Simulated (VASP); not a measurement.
Here is a VASP 6.6.1 calculation.

Contents of INCAR:

```
SYSTEM = AlN
ALGO = Normal
EDIFF = 1E-7
ENCUT = 520
GGA = PE
ISIF = 2
ISMEAR = 0
LASPH = .True.
LCHARG = .True.
LELF = .True.
LREAL = .False.
LVHAR = .True.
LWAVE = .False.
NBANDS = 16
NELM = 80
PREC = Accurate
SIGMA = 0.05
```

Contents of KPOINTS:

```
k-points
0
Gamma
  9 9 6
  0 0 0
```

POSCAR

```
AlN
1.0
    3.3409812192      0.0000000000      0.0000000000
   -1.6704906096      2.8933746094      0.0000000000
    0.0000000000      0.0000000000      4.2223472407
Al N
2 2
Direct
    0.3333333333      0.6666666667      0.7652730210
    0.6666666667      0.3333333333      0.2652730210
    0.3333333333      0.6666666667      0.2205797385
    0.6666666667      0.3333333333      0.7205797385
```

Potentials or basis: VASP PAW PBE potentials, release 64 (Al, N).

Run with:

```bash
$ cat potpaw_PBE.64/Al/POTCAR potpaw_PBE.64/N/POTCAR > POTCAR
$ mpirun -np 1 vasp_std > vasp.out
```

Q: What does it give for the band gap on the k mesh?

A: 3.23 eV, direct.

Q: Estimate the largest force.

A: 0.477 eV/Å.

Q: Estimate the pressure.

A: -2.2 GPa.

Stress tensor (GPa, compression positive):
```
-7.25  0.00  0.00
 0.00 -7.25  0.00
 0.00  0.00  8.03
```

PBE gaps usually lie below the measured ones, often by a third to a half.
